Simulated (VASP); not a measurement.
# Mo3W2 (Fmmm) in VASP: further runs

Mo3W2 is run at these levels: PBE; tasks: single point.

Everything below comes from runs of VASP 6.6.1. Logs are shortened: lines on timing, memory, paths and dates and some standing lists are left out, and cuts for length are marked.

## Step 1: The cell of the first run

Symmetry: Fmmm, No. 69, orthorhombic system. The conventional cell has a = 3.106 Å, b = 4.395 Å, c = 21.948 Å, α = 90.00°, β = 90.00°, γ = 90.00°. Mo (site symmetry mm2) has 10 Mo at 2.68 to 3.11 Å and 4 W at 2.69 to 3.11 Å within 3.5 Å. Within 3.5 Å of Mo (site symmetry mmm) lie 14 Mo at 2.68 to 3.11 Å. Within 3.5 Å of W (site symmetry mm2) lie 10 W at 2.69 to 3.12 Å and 4 Mo at 2.69 to 3.11 Å.

## Step 2: Single point, PBE

The input, INCAR:

```
SYSTEM = Mo3W2
  PREC = Accurate
  ENCUT = 500
  EDIFF = 1E-6
  ISMEAR = 1
  SIGMA = 0.1
  LREAL = .FALSE.
  LASPH = .TRUE.
  NELM = 120
  ALGO = Normal
  ISIF = 2
  LWAVE = .FALSE.
  LCHARG = .FALSE.
  GGA = PE
  NBANDS = 43
  GGA_COMPAT = .FALSE.
```

The input, KPOINTS:

```
Automatic mesh
0
G
  14 14 14
  0 0 0
```

The input, POSCAR:

```
Mo3W2
1.0
    0.0000000000      2.1976365473     10.9741288621
    1.5530493686      0.0000000000     10.9741288621
    1.5530493686      2.1976365473      0.0000000000
Mo W
3 2
Direct
    0.9007484343      0.9007484343      0.0992515657
    0.5000000000      0.5000000000      0.5000000000
    0.0992515657      0.0992515657      0.9007484343
    0.6994720850      0.6994720850      0.3005279150
    0.3005279150      0.3005279150      0.6994720850
```

Potentials or basis: VASP PAW PBE potentials, release 64 (Mo_sv, W_sv).

Launch:

```sh
cat potpaw_PBE.64/Mo_sv/POTCAR potpaw_PBE.64/W_sv/POTCAR > POTCAR
mpirun -np 1 vasp_std > vasp.out
```

OUTCAR:

```text
SYSTEM = Mo3W2
   PREC = Accurate
   ENCUT = 500
   EDIFF = 1E-6
   ISMEAR = 1
   LREAL = .FALSE.
   LASPH = .TRUE.
   NELM = 120
   ISIF = 2
   GGA = PE

 ion  position               nearest neighbor table
   1  0.901  0.901  0.099-   2 2.68   2 2.68   5 2.69   5 2.69   2 3.09   2 3.09   5 3.11   5 3.11

   2  0.500  0.500  0.500-   3 2.68   3 2.68   1 2.68   1 2.68   1 3.09   3 3.09   3 3.09   1 3.09

   3  0.099  0.099  0.901-   2 2.68   2 2.68   4 2.69   4 2.69   2 3.09   2 3.09   4 3.11   4 3.11

   4  0.699  0.699  0.301-   3 2.69   3 2.69   5 2.71   5 2.71   3 3.11   3 3.11   5 3.12   5 3.12

   5  0.301  0.301  0.699-   1 2.69   1 2.69   4 2.71   4 2.71   1 3.11   1 3.11   4 3.12   4 3.12

  LATTYP: Found a face centered orthorhombic cell.
 ALAT       =     3.1060987372
 B/A-ratio  =     1.4150461613
 C/A-ratio  =     7.0661815934

  Lattice vectors:

 A1 = (   0.0000000000,   2.1976365473,  10.9741288621)
 A2 = (   1.5530493686,   0.0000000000,  10.9741288621)
 A3 = (   1.5530493686,   2.1976365473,   0.0000000000)

Analysis of symmetry for initial positions (statically):
=====================================================================
 Subroutine PRICEL returns:
 Original cell was already a primitive cell.

 Routine SETGRP: Setting up the symmetry group for a
 face centered orthorhombic supercell.

 Subroutine GETGRP returns: Found  8 space group operations
 (whereof  8 operations were pure point group operations)
 out of a pool of  8 trial point group operations.

The static configuration has the point symmetry D_2h.

Analysis of symmetry for dynamics (positions and initial velocities):
=====================================================================
 Subroutine PRICEL returns:
 Original cell was already a primitive cell.

 Routine SETGRP: Setting up the symmetry group for a
 face centered orthorhombic supercell.

 Subroutine GETGRP returns: Found  8 space group operations
 (whereof  8 operations were pure point group operations)
 out of a pool of  8 trial point group operations.

The dynamic configuration has the point symmetry D_2h.

 Subroutine INISYM returns: Found  8 space group operations
 (whereof  8 operations are pure point group operations),
 and found     1 'primitive' translations

----------------------------------------------------------------------------------------

                                     Primitive cell

  volume of cell :      74.9102

  direct lattice vectors                    reciprocal lattice vectors
     0.000000000  2.197636547 10.974128862    -0.321947267  0.227517148  0.045561703
     1.553049369  0.000000000 10.974128862     0.321947267 -0.227517148  0.045561703
     1.553049369  2.197636547  0.000000000     0.321947267  0.227517148 -0.045561703

  length of vectors
    11.192011020 11.083477190  2.691016302     0.396850053  0.396850053  0.396850053

  position of ions in fractional coordinates (direct lattice)
     0.900748434  0.900748434  0.099251566
     0.500000000  0.500000000  0.500000000
     0.099251566  0.099251566  0.900748434
     0.699472085  0.699472085  0.300527915
     0.300527915  0.300527915  0.699472085

  ion indices of the primitive-cell ions
   primitive index   ion index
                 1           1
                 2           2
                 3           3
                 4           4
                 5           5

----------------------------------------------------------------------------------------

 KPOINTS: Automatic mesh

Automatic generation of k-mesh.
 Grid dimensions read from file:
 generate k-points for:   14   14   14

 Generating k-lattice:

  Cartesian coordinates                     Fractional coordinates (reciprocal lattice)
    -0.022996233  0.016251225  0.003254407     0.071428571  0.000000000  0.000000000
     0.022996233 -0.016251225  0.003254407     0.000000000  0.071428571  0.000000000
     0.022996233  0.016251225 -0.003254407     0.000000000  0.000000000  0.071428571

  Length of vectors
     0.028346432  0.028346432  0.028346432

  Shift w.r.t. Gamma in fractional coordinates (k-lattice)
     0.000000000  0.000000000  0.000000000

 Subroutine IBZKPT returns following result:
 ===========================================

 Found    428 irreducible k-points:

 Following reciprocal coordinates:
            Coordinates               Weight
  0.000000  0.000000  0.000000      1.000000
  0.071429 -0.000000 -0.000000      8.000000
  0.142857  0.000000  0.000000      8.000000
  0.214286 -0.000000 -0.000000      8.000000
  0.285714  0.000000 -0.000000      8.000000
  0.357143 -0.000000 -0.000000      8.000000
[... 16 lines left out ...]
  0.214286  0.142857  0.000000      8.000000
  0.285714  0.142857 -0.000000      8.000000
 [... further k-points ...]
   k-points           NKPTS =    428   k-points in BZ     NKDIM =    428   number of bands    NBANDS=     43
   number of dos      NEDOS =    301   number of ions     NIONS =      5
   total plane-waves  NPLWV = 141120
   dimension x,y,z NGX =    84 NGY =   84 NGZ =   20
   dimension x,y,z NGXF=   168 NGYF=  168 NGZF=   40
   ions per type =               3   2
   NGX,Y,Z   is equivalent  to a cutoff of  12.48, 12.60, 12.36 a.u.
   NGXF,Y,Z  is equivalent  to a cutoff of  24.95, 25.20, 24.71 a.u.
 SYSTEM =  Mo3W2
   PREC   = accura    normal or accurate (medium, high low for compatibility)
   ISTART =      0    job   : 0-new  1-cont  2-samecut
   ICHARG =      2    charge: 1-file 2-atom 10-const
   ISPIN  =      1    spin polarized calculation?
   LNONCOLLINEAR =      F non collinear calculations
   LSORBIT =      F    spin-orbit coupling
   LASPH  =      T    aspherical Exc in radial PAW
   ENCUT  =  500.0 eV  36.75 Ry    6.06 a.u.  20.41 20.21  4.91*2*pi/ulx,y,z
   NELM   =    120;   NELMIN=  2; NELMDL= -5     # of ELM steps
   EDIFF  = 0.1E-05   stopping-criterion for ELM
   LREAL  =      F    real-space projection
   EDIFFG = 0.1E-04   stopping-criterion for IOM
   NSW    =      0    number of steps for IOM
   IBRION =     -1    ionic relax: 0-MD 1-quasi-New 2-CG
   NFREE  =      0    steps in history (QN), initial steepest desc. (CG)
   ISIF   =      2    stress and relaxation
   ISYM   =      2    0-nonsym 1-usesym 2-fastsym
   POTIM  = 0.5000    time-step for ionic-motion
   TEBEG  =    0.0;   TEEND  =   0.0 temperature during run
   PSTRESS=    0.0 pullay stress
   NELECT =      70.0000    total number of electrons
   NUPDOWN=      -1.0000    fix difference up-down
   EMIN   =  10.00;   EMAX   =-10.00  energy-range for DOS
   EFERMI =   0.00;   METHOD = LEGACY
   ISMEAR =     1;   SIGMA  =   0.10  broadening in eV -4-tet -1-fermi 0-gaus
   EFERMI_NEDOS =   21; number of points for ismear=-14 and -15
   IALGO  =     38    algorithm
   IMIX   =      4    mixing-type and parameters
     AMIX     =   0.40;   BMIX     =  1.00
     AMIX_MAG =   1.60;   BMIX_MAG =  1.00
  volume/ion in A,a.u.               =      14.98       101.10
  Fermi-wavevector in a.u.,A,eV,Ry     =   1.600518  3.024540 34.853453  2.561657
  Thomas-Fermi vector in A             =   2.697641
   LORBIT       =      0    0 simple, 1 ext, 2 COOP (PROOUT), +10 PAW based schemes
   GGA     = PE    functional components
   LHFCALC =     F    Hartree Fock is set to
   AEXX    =    0.0000 exact exchange contribution
   IVDW    =     0    specifies the selected vdW correction
   LEPSILON=     F    determine dielectric tensor
   LRPA    =     F    only Hartree local field effects (RPA)
 non-spin polarized calculation
 Methfessel and Paxton  Order N= 1 SIGMA  =   0.10
  energy-cutoff  :      500.00
  volume of cell :       74.91
 maximum number of plane-waves:      1928
 NGX is ok and might be reduce to    84
   NGX = 41   NGY = 41   NGZ =  9

 number of electron      70.0000004 magnetization

 Free energy of the ion-electron system (eV)
  ---------------------------------------------------
  ext. energy  EPLUGINS =         0.00000000
  ---------------------------------------------------
  free energy    TOTEN  =       -58.39210204 eV

  energy without entropy =      -58.39048594  energy(sigma->0) =      -58.39156334

 E-fermi :  12.9694     XC(G=0): -13.7667

 val. band max:       12.9692121744   @ k =  -0.2143   0.5000   0.2857
 cond. band min:      12.9708836166   @ k =   0.2143   0.2857   0.0714
 fundamental gap:      0.0016714422
 Fermi energy:        12.9693638317

 k-point     1 :       0.0000    0.0000    0.0000
  band No.  band energies     occupation
      1     -61.2038      2.00000
      2     -61.1244      2.00000
      3     -48.3676      2.00000
      4     -48.2540      2.00000
      5     -48.1319      2.00000
      6     -25.8919      2.00000
[... 35 lines left out ...]
     42      14.6595     -0.00000
     43      14.7391     -0.00000

 k-point     2 :       0.0714   -0.0000   -0.0000
  band No.  band energies     occupation
      1     -61.1986      2.00000
      2     -61.1211      2.00000
      3     -48.3571      2.00000
      4     -48.2463      2.00000
      5     -48.1271      2.00000
      6     -25.8785      2.00000
[... 35 lines left out ...]
     42      14.5668     -0.00000
     43      14.8379     -0.00000

 k-point     3 :       0.1429    0.0000    0.0000
  band No.  band energies     occupation
      1     -61.1838      2.00000
      2     -61.1122      2.00000
      3     -48.3271      2.00000
      4     -48.2246      2.00000
      5     -48.1140      2.00000
      6     -25.8420      2.00000
[... 35 lines left out ...]
     42      14.4522     -0.00000
     43      14.7930     -0.00000

 k-point     4 :       0.2143   -0.0000   -0.0000
  band No.  band energies     occupation
      1     -61.1620      2.00000
      2     -61.0996      2.00000
      3     -48.2822      2.00000
      4     -48.1931      2.00000
      5     -48.0964      2.00000
      6     -25.7973      2.00000
[... 863 lines left out ...]
     42      14.6280     -0.00000
     43      14.7427     -0.00000

 k-point    23 :       0.2143    0.1429    0.0000
  band No.  band energies     occupation
      1     -61.1986      2.00000
      2     -61.1211      2.00000
      3     -48.3571      2.00000
      4     -48.2463      2.00000
      5     -48.1271      2.00000
      6     -25.8787      2.00000
[... 35 lines left out ...]
     42      14.5390     -0.00000
     43      14.8476     -0.00000

 k-point    24 :       0.2857    0.1429   -0.0000
  band No.  band energies     occupation
      1     -61.1839      2.00000
      2     -61.1122      2.00000
      3     -48.3271      2.00000
      4     -48.2246      2.00000
      5     -48.1140      2.00000
      6     -25.8421      2.00000
[... 35 lines left out ...]
     42      14.7873     -0.00000
     43      14.8764     -0.00000

 [... further k-points ...]

------------------------ aborting loop because EDIFF is reached ----------------------------------------

  FORCE on cell =-STRESS in cart. coord.  units (eV):
  Direction    XX          YY          ZZ          XY          YZ          ZX
  --------------------------------------------------------------------------------------
  -------------------------------------------------------------------------------------
  Total        9.5117006      9.4610377      9.4450793      0.0000000      0.0000000      0.0000000
  in kB      203.4358899    202.3523144    202.0109955      0.0000000      0.0000000      0.0000000
  external PRESSURE =     202.5997333 kB  Pullay stress =       0.0000000 kB

 VOLUME and BASIS-vectors are now :
 -----------------------------------------------------------------------------
  energy-cutoff  :      500.00
  volume of cell :       74.91
      direct lattice vectors                 reciprocal lattice vectors
     0.000000000  2.197636547 10.974128862    -0.321947267  0.227517148  0.045561703
     1.553049369  0.000000000 10.974128862     0.321947267 -0.227517148  0.045561703
     1.553049369  2.197636547  0.000000000     0.321947267  0.227517148 -0.045561703

 POSITION                                       TOTAL-FORCE (eV/Angst)
 -----------------------------------------------------------------------------------
      1.55305      2.19764     19.76986         0.000000      0.000000      0.007689
      1.55305      2.19764     10.97413        -0.000000      0.000000      0.000000
      1.55305      2.19764      2.17840         0.000000      0.000000     -0.007689
      1.55305      2.19764     15.35219         0.000000      0.000000     -0.005244
      1.55305      2.19764      6.59606         0.000000      0.000000      0.005244
 -----------------------------------------------------------------------------------
    total drift:                               -0.000000      0.000000      0.000000

  FREE ENERGIE OF THE ION-ELECTRON SYSTEM (eV)
  ---------------------------------------------------
  free  energy   TOTEN  =       -58.3921020357 eV

  energy  without entropy=      -58.3904859431  energy(sigma->0) =      -58.39156334
```

It took 1.9 h on 1 thread of Intel Xeon 8259CL, shared host; peak memory 1.1 GiB.

Results:

| Property | Result |
| --- | --- |
| Free energy | -58.3921 eV |
| Pressure | 20.3 GPa |
| Largest force | 0.008 eV/Å |
| Band gap on the k mesh | zero (bands 35 and 36 overlap by 2.82 eV) |

Forces in eV/Å, atoms in the order of the input:
```
Mo   0.000  0.000  0.008
Mo   0.000  0.000  0.000
Mo   0.000  0.000 -0.008
W    0.000  0.000 -0.005
W    0.000  0.000  0.005
```

Stress tensor (GPa, compression positive):
```
20.34  0.00  0.00
 0.00 20.24  0.00
 0.00  0.00 20.20
```

Caveat: the cell stands under pressure; spin-orbit coupling is left out, which moves the levels of the heavy elements.

(Continued in part 2 of 2.)
